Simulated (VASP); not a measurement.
Crystal: Pt.

```
Pt
1.0
     0.00000    1.96090    1.96090
     1.96090    0.00000    1.96090
     1.96090    1.96090    0.00000
Pt
1
Direct
  0.00000 0.00000 0.00000
```

* Program: VASP 6.6.1
* Task: relaxation of volume and atoms at fixed shape
* Functional: LDA
* Potentials or basis: VASP PAW LDA potentials, release 64 (Pt)
* Cutoff: 500 eV
* k mesh: 9 × 9 × 9
* Occupations: gaussian, width 0.1 eV
* Spin: no spin polarisation

At the start: pressure -6.0 GPa; volume 15.08 Å³/atom.

Task: Where does the relaxation end?

Result: Over 3 steps the energy falls by 5.8 meV/atom and the volume is 14.78 Å³/atom (-2.0 %); space group Fm-3m (No. 225, to 0.05 Å).

Step by step:
```csv
step,energy change (eV),largest force (eV/Å),pressure (GPa),volume (Å³)
1,0.0000,0.0000,-5.97,15.08
2,0.0529,0.0000,22.62,13.89
3,-0.0058,0.0000,-0.16,14.78
```

Final structure:
```yaml
crystal:
  lattice:
    - [0.00000, 1.94792, 1.94792]
    - [1.94792, 0.00000, 1.94792]
    - [1.94792, 1.94792, 0.00000]
  atoms:
    - { symbol: Pt, position: [0.00000, 0.00000, 0.00000] }
```
